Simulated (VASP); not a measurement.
Here is a VASP 6.6.1 calculation.

Contents of INCAR:

```
ALGO = Normal ; EDIFF = 1E-6
ENCUT = 520 ; GGA = PE
ISIF = 2 ; ISMEAR = 0
LASPH = True ; LCHARG = True
LELF = True ; LREAL = False
LVHAR = True ; LWAVE = False
NBANDS = 26 ; NELM = 60
PREC = Accurate ; SIGMA = 0.05
```

Contents of KPOINTS:

```
k-points
0
Gamma
  12 12 4
```

POSCAR

```
SiC
1.0
    3.0940652517      0.0000000000      0.0000000000
   -1.5470326258      2.6795391090      0.0000000000
    0.0000000000      0.0000000000     10.1291708101
Si C
4 4
Direct
    0.6666666667      0.3333333333      0.9378436843
    0.3333333333      0.6666666667      0.4378436843
    0.0000000000      0.0000000000      0.6878989045
    0.0000000000      0.0000000000      0.1878989045
    0.6666666667      0.3333333333      0.7498087506
    0.3333333333      0.6666666667      0.2498087506
    0.0000000000      0.0000000000      0.5004476606
    0.0000000000      0.0000000000      0.0004476606
```

Potentials or basis: VASP PAW PBE potentials, release 64 (Si, C).

Run with:

```bash
$ cat potpaw_PBE.64/Si/POTCAR potpaw_PBE.64/C/POTCAR > POTCAR
$ mpirun -np 1 vasp_std > vasp.out
```

Q: What does it give for the pressure?

A: 0.0 GPa.

Q: Estimate the band gap on the k mesh.

A: 2.22 eV, indirect (least direct gap 3.34 eV).

A k mesh can miss the band edges. PBE gaps usually lie below the measured ones, often by a third to a half.
